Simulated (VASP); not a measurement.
Set up this calculation in VASP 6.6.1, as the native input.

| Quantity | Value |
| --- | --- |
| Task | single point |
| Functional | PBE |
| Potentials or basis | VASP PAW PBE potentials, release 64 (Ca_sv, Ag, O) |
| Cutoff | 520 eV |
| k mesh | 4 × 4 × 4 |
| Occupations | gaussian, width 0.1 eV |
| Spin | no spin polarisation |
| Dipole correction | no |
| Further INCAR settings | ALGO = Normal; EDIFF = 1e-07; NBANDS = 59 |

The structure of Ca2Ag2O lies in POSCAR:

```
Ca2Ag2O
1.0
    0.0000000000      4.6287325800      4.6287325800
    4.6287325800      0.0000000000      4.6287325800
    4.6287325800      4.6287325800      0.0000000000
Ca Ag O
4 4 2
Direct
    0.6250000000      0.6250000000      0.6250000000
    0.6250000000      0.6250000000      0.1250000000
    0.6250000000      0.1250000000      0.6250000000
    0.1250000000      0.6250000000      0.6250000000
    0.1250000000      0.1250000000      0.1250000000
    0.1250000000      0.1250000000      0.6250000000
    0.1250000000      0.6250000000      0.1250000000
    0.6250000000      0.1250000000      0.1250000000
    0.2500000000      0.2500000000      0.2500000000
    0.0000000000      0.0000000000      0.0000000000
```

The cell was built from a structure type or drawn by symmetry, and may not be a known phase.

The input as run:

INCAR

```
SYSTEM = Ca2Ag2O
  PREC = Accurate
  ENCUT = 520
  EDIFF = 1E-7
  ISMEAR = 0
  SIGMA = 0.1
  LREAL = .False.
  LASPH = .True.
  NELM = 80
  ALGO = Normal
  ISIF = 2
  LWAVE = .False.
  LCHARG = .True.
  GGA = PE
  LELF = .True.
  LVHAR = .True.
  NBANDS = 59
```

KPOINTS

```
regular mesh
0
Gamma
  4 4 4
  0 0 0
```

Potentials or basis: VASP PAW PBE potentials, release 64 (Ca_sv, Ag, O).

Launch:

```console
$ cat potpaw_PBE.64/Ca_sv/POTCAR potpaw_PBE.64/Ag/POTCAR potpaw_PBE.64/O/POTCAR > POTCAR
$ mpirun -np 1 vasp_std > vasp.out
```

Results of the run:

```yaml
Pressure: 17.4 GPa
Band_gap_on_the_k_mesh: zero (bands 48 and 49 overlap by 0.44 eV)
```

Caveat: the cell stands under pressure.

Run time: 86 s on 1 thread of Intel(R) Xeon(R) 6975P-C (Granite Rapids), on a shared host, peak memory 0.38 GiB.
